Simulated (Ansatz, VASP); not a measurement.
# BaS: VASP beside Ansatz

```
Ba S
1.0
     0.00000    3.21356    3.21356
     3.21356    0.00000    3.21356
     3.21356    3.21356    0.00000
Ba S
1 1
Direct
  0.50000 0.50000 0.50000
  0.00000 0.00000 0.00000
```

Alike in both runs: functional PBE; k mesh 8 × 8 × 8; occupations gaussian, width 0.02 eV; no spin polarisation.

Ansatz relaxed the structure, and its values are those at the end. VASP's run is a single point on that final structure, the one shown.

|  | VASP | Ansatz |
| --- | --- | --- |
| version | VASP 6.6.1 | Ansatz 0.2.0 |
| potentials or method | VASP PAW PBE potentials, release 64 (Ba_sv, S), cutoff 520 eV | scalar-relativistic, plane waves, PAW |
| valence electrons in the cell | 16 | 16 |

```csv
,VASP,Ansatz,Ansatz less VASP
gap on the k mesh at the Fermi level (eV),2.14,2.23,+0.095
least direct gap on the mesh (eV),2.28,2.35,+0.065
pressure (GPa),0.6,0.0,-0.55
```

The functional is the same, so the differences come from potentials, cutoffs and numerics.

Spin-orbit coupling is off throughout.
